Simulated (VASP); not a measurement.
# Cu (I4/mmm) in VASP: notebook

The runs below take Cu through single point, with PBE.

Everything below comes from runs of VASP 6.6.1. Logs are shortened: lines on timing, memory, paths and dates and some standing lists are left out, and cuts for length are marked.

### Step 1. The cell of the first run

It takes space group I4/mmm (No. 139, tetragonal). Conventional cell: a = 3.096 Å, b = 3.096 Å, c = 2.904 Å, α = 90.00°, β = 90.00°, γ = 90.00°. Cu (site symmetry 4/mmm) has 14 Cu at 2.63 to 3.10 Å within 3.5 Å.

### Step 2. Single point, PBE (13.92 Å³/atom)

INCAR reads:

```
SYSTEM = Cu
ALGO = Fast ; EDIFF = 1E-6
ENCUT = 520 ; GGA = PE
ISIF = 2 ; ISMEAR = 0
LASPH = .TRUE. ; LCHARG = .FALSE.
LREAL = .FALSE. ; LWAVE = .FALSE.
NBANDS = 12 ; NELM = 60
PREC = Accurate ; SIGMA = 0.15
```

KPOINTS reads:

```
k-points
0
G
  24 24 24
  0 0 0
```

POSCAR reads:

```
Cu
1.0
   -1.5479782852      1.5479782852      1.4520685275
    1.5479782852     -1.5479782852      1.4520685275
    1.5479782852      1.5479782852     -1.4520685275
Cu
1
Direct
    0.0000000000      0.0000000000      0.0000000000
```

Potentials or basis: VASP PAW PBE potentials, release 64 (Cu).

Launch:

```bash
cat potpaw_PBE.64/Cu/POTCAR > POTCAR
mpirun -np 1 vasp_std > vasp.out
```

OUTCAR:

```text
SYSTEM = Cu
   EDIFF = 1E-6
   ENCUT = 520
   GGA = PE
   ISIF = 2
   ISMEAR = 0
   LASPH = .TRUE.
   LREAL = .FALSE.
   NELM = 60
   PREC = Accurate

 ion  position               nearest neighbor table
   1  0.000  0.000  0.000-

  LATTYP: Found a body centered tetragonal cell.
 ALAT       =     3.0959565704
 C/A-ratio  =     0.9380419231

  Lattice vectors:

 A1 = (  -1.5479782852,   1.5479782852,   1.4520685275)
 A2 = (   1.5479782852,  -1.5479782852,   1.4520685275)
 A3 = (   1.5479782852,   1.5479782852,  -1.4520685275)

Analysis of symmetry for initial positions (statically):
=====================================================================
 Subroutine PRICEL returns:
 Original cell was already a primitive cell.

 Routine SETGRP: Setting up the symmetry group for a
 body centered tetragonal supercell.

 Subroutine GETGRP returns: Found 16 space group operations
 (whereof 16 operations were pure point group operations)
 out of a pool of 16 trial point group operations.

The static configuration has the point symmetry D_4h.

Analysis of symmetry for dynamics (positions and initial velocities):
=====================================================================
 Subroutine PRICEL returns:
 Original cell was already a primitive cell.

 Routine SETGRP: Setting up the symmetry group for a
 body centered tetragonal supercell.

 Subroutine GETGRP returns: Found 16 space group operations
 (whereof 16 operations were pure point group operations)
 out of a pool of 16 trial point group operations.

The dynamic configuration has the point symmetry D_4h.

 Subroutine INISYM returns: Found 16 space group operations
 (whereof 16 operations are pure point group operations),
 and found     1 'primitive' translations

----------------------------------------------------------------------------------------

                                     Primitive cell

  volume of cell :      13.9180

  direct lattice vectors                    reciprocal lattice vectors
    -1.547978285  1.547978285  1.452068528     0.000000000  0.323001947  0.344336366
     1.547978285 -1.547978285  1.452068528     0.323001947  0.000000000  0.344336366
     1.547978285  1.547978285 -1.452068528     0.323001947  0.323001947  0.000000000

  length of vectors
     2.626970984  2.626970984  2.626970984     0.472120526  0.472120526  0.456793734

  position of ions in fractional coordinates (direct lattice)
     0.000000000  0.000000000  0.000000000

  ion indices of the primitive-cell ions
   primitive index   ion index
                 1           1

----------------------------------------------------------------------------------------

 KPOINTS: k-points

Automatic generation of k-mesh.
 Grid dimensions read from file:
 generate k-points for:   24   24   24

 Generating k-lattice:

  Cartesian coordinates                     Fractional coordinates (reciprocal lattice)
     0.000000000  0.013458414  0.014347349     0.041666667  0.000000000 -0.000000000
     0.013458414  0.000000000  0.014347349     0.000000000  0.041666667 -0.000000000
     0.013458414  0.013458414  0.000000000     0.000000000  0.000000000  0.041666667

  Length of vectors
     0.019671689  0.019671689  0.019033072

  Shift w.r.t. Gamma in fractional coordinates (k-lattice)
     0.000000000  0.000000000  0.000000000

 Subroutine IBZKPT returns following result:
 ===========================================

 Found   1063 irreducible k-points:

 Following reciprocal coordinates:
            Coordinates               Weight
  0.000000  0.000000  0.000000      1.000000
  0.041667  0.000000  0.000000      8.000000
  0.083333 -0.000000  0.000000      8.000000
  0.125000 -0.000000  0.000000      8.000000
  0.166667 -0.000000  0.000000      8.000000
  0.208333  0.000000 -0.000000      8.000000
[... 16 lines left out ...]
  0.416667  0.041667  0.000000     16.000000
  0.458333  0.041667 -0.000000     16.000000
 [... further k-points ...]
   k-points           NKPTS =   1063   k-points in BZ     NKDIM =   1063   number of bands    NBANDS=     12
   number of dos      NEDOS =    301   number of ions     NIONS =      1
   total plane-waves  NPLWV =   8000
   dimension x,y,z NGX =    20 NGY =   20 NGZ =   20
   dimension x,y,z NGXF=    40 NGYF=   40 NGZF=   40
   ions per type =               1
   NGX,Y,Z   is equivalent  to a cutoff of  12.66, 12.66, 12.66 a.u.
   NGXF,Y,Z  is equivalent  to a cutoff of  25.31, 25.31, 25.31 a.u.
 SYSTEM =  Cu
   PREC   = accura    normal or accurate (medium, high low for compatibility)
   ISTART =      0    job   : 0-new  1-cont  2-samecut
   ICHARG =      2    charge: 1-file 2-atom 10-const
   ISPIN  =      1    spin polarized calculation?
   LNONCOLLINEAR =      F non collinear calculations
   LSORBIT =      F    spin-orbit coupling
   LASPH  =      T    aspherical Exc in radial PAW
   ENCUT  =  520.0 eV  38.22 Ry    6.18 a.u.   4.88  4.88  4.88*2*pi/ulx,y,z
   NELM   =     60;   NELMIN=  2; NELMDL= -5     # of ELM steps
   EDIFF  = 0.1E-05   stopping-criterion for ELM
   LREAL  =      F    real-space projection
   EDIFFG = 0.1E-04   stopping-criterion for IOM
   NSW    =      0    number of steps for IOM
   IBRION =     -1    ionic relax: 0-MD 1-quasi-New 2-CG
   NFREE  =      0    steps in history (QN), initial steepest desc. (CG)
   ISIF   =      2    stress and relaxation
   ISYM   =      2    0-nonsym 1-usesym 2-fastsym
   POTIM  = 0.5000    time-step for ionic-motion
   TEBEG  =    0.0;   TEEND  =   0.0 temperature during run
   PSTRESS=    0.0 pullay stress
   NELECT =      11.0000    total number of electrons
   NUPDOWN=      -1.0000    fix difference up-down
   EMIN   =  10.00;   EMAX   =-10.00  energy-range for DOS
   EFERMI =   0.00;   METHOD = LEGACY
   ISMEAR =     0;   SIGMA  =   0.15  broadening in eV -4-tet -1-fermi 0-gaus
   EFERMI_NEDOS =   21; number of points for ismear=-14 and -15
   IALGO  =     68    algorithm
   IMIX   =      4    mixing-type and parameters
     AMIX     =   0.40;   BMIX     =  1.00
     AMIX_MAG =   1.60;   BMIX_MAG =  1.00
  volume/ion in A,a.u.               =      13.92        93.92
  Fermi-wavevector in a.u.,A,eV,Ry     =   1.513608  2.860305 31.171077  2.291010
  Thomas-Fermi vector in A             =   2.623376
   LORBIT       =      0    0 simple, 1 ext, 2 COOP (PROOUT), +10 PAW based schemes
   GGA     = PE    functional components
   LHFCALC =     F    Hartree Fock is set to
   AEXX    =    0.0000 exact exchange contribution
   IVDW    =     0    specifies the selected vdW correction
   LEPSILON=     F    determine dielectric tensor
   LRPA    =     F    only Hartree local field effects (RPA)
 non-spin polarized calculation
 RMM-DIIS sequential band-by-band and
 Gauss-broadening in eV      SIGMA  =   0.15
  energy-cutoff  :      520.00
  volume of cell :       13.92
 maximum number of plane-waves:       390
   NGX =  9   NGY =  9   NGZ =  9

 number of electron      10.9999998 magnetization

 Free energy of the ion-electron system (eV)
  ---------------------------------------------------
  ext. energy  EPLUGINS =         0.00000000
  ---------------------------------------------------
  free energy    TOTEN  =        -3.60420465 eV

  energy without entropy =       -3.59951711  energy(sigma->0) =       -3.60186088

 E-fermi :   5.7251     XC(G=0): -11.8011

 val. band max:        5.7232130769   @ k =   0.5000   0.1250   0.0417
 cond. band min:       5.7294711355   @ k =  -0.2917  -0.2917   0.2917
 fundamental gap:      0.0062580586
 Fermi energy:         5.7251412844

 k-point     1 :       0.0000    0.0000    0.0000
  band No.  band energies     occupation
      1      -2.4490      2.00000
      2       2.9647      2.00000
      3       3.1626      2.00000
      4       3.1626      2.00000
      5       3.7617      2.00000
      6       3.9696      2.00000
      7      28.2984      0.00000
      8      28.2984      0.00000
      9      30.1152      0.00000
     10      30.6950      0.00000
     11      30.6969      0.00000
     12      31.6065      0.00000

 k-point     2 :       0.0417    0.0000    0.0000
  band No.  band energies     occupation
      1      -2.3880      2.00000
      2       2.9704      2.00000
      3       3.1614      2.00000
      4       3.1668      2.00000
      5       3.7627      2.00000
      6       3.9617      2.00000
      7      27.9664      0.00000
      8      27.9998      0.00000
      9      29.1499      0.00000
     10      30.0433      0.00000
     11      30.2638      0.00000
     12      30.7713      0.00000

 k-point     3 :       0.0833   -0.0000    0.0000
  band No.  band energies     occupation
      1      -2.2056      2.00000
      2       2.9738      2.00000
      3       3.1561      2.00000
      4       3.1932      2.00000
      5       3.7661      2.00000
      6       3.9408      2.00000
      7      26.7470      0.00000
      8      27.3172      0.00000
      9      27.5341      0.00000
     10      29.0229      0.00000
     11      29.6327      0.00000
     12      30.7517      0.00000
[... 286 lines left out ...]
 k-point    23 :       0.4167    0.0417    0.0000
  band No.  band energies     occupation
      1       1.5371      2.00000
      2       2.4933      2.00000
      3       3.8079      2.00000
      4       4.0204      2.00000
      5       4.2797      2.00000
      6       5.1395      2.00000
      7      10.5527      0.00000
      8      20.6011      0.00000
      9      21.2833      0.00000
     10      25.2275      0.00000
     11      27.2538      0.00000
     12      35.1114      0.00000

 k-point    24 :       0.4583    0.0417   -0.0000
  band No.  band energies     occupation
      1       1.5861      2.00000
      2       2.4746      2.00000
      3       3.8302      2.00000
      4       4.0256      2.00000
      5       4.3615      2.00000
      6       5.7439      0.85999
      7       9.6202      0.00000
      8      20.3879      0.00000
      9      21.1628      0.00000
     10      25.1662      0.00000
     11      27.2460      0.00000
     12      35.7876      0.00000

 [... further k-points ...]
[... 5 lines left out ...]
  --------------------------------------------------------------------------------------
  -------------------------------------------------------------------------------------
  Total       -1.1236367     -1.1236367     -1.1711115      0.0000000      0.0000000     -0.0000000
  in kB     -129.3479878   -129.3479878   -134.8130718      0.0000000      0.0000000     -0.0000000
  external PRESSURE =    -131.1696825 kB  Pullay stress =       0.0000000 kB

 VOLUME and BASIS-vectors are now :
 -----------------------------------------------------------------------------
  energy-cutoff  :      520.00
  volume of cell :       13.92
      direct lattice vectors                 reciprocal lattice vectors
    -1.547978285  1.547978285  1.452068528     0.000000000  0.323001947  0.344336366
     1.547978285 -1.547978285  1.452068528     0.323001947  0.000000000  0.344336366
     1.547978285  1.547978285 -1.452068528     0.323001947  0.323001947  0.000000000

 POSITION                                       TOTAL-FORCE (eV/Angst)
 -----------------------------------------------------------------------------------
      0.00000      0.00000      0.00000         0.000000      0.000000      0.000000
 -----------------------------------------------------------------------------------
    total drift:                                0.000000     -0.000000      0.000000

  FREE ENERGIE OF THE ION-ELECTRON SYSTEM (eV)
  ---------------------------------------------------
  free  energy   TOTEN  =        -3.6042046534 eV

  energy  without entropy=       -3.5995171101  energy(sigma->0) =       -3.60186088
```

Run time: 4.1 min. Hardware: 1 thread of Intel Xeon Platinum 8259CL at 2.50GHz (Skylake/Cascade Lake), shared host; peak memory 0.27 GiB.

What came out:

* Free energy: -3.6042 eV
* Pressure: -13.1 GPa
* Band gap on the k mesh: zero (an odd number of electrons rules out a gap without spin polarisation)

Caveat: the cell stands under tension.

(Part 1 of 2 ends here.)
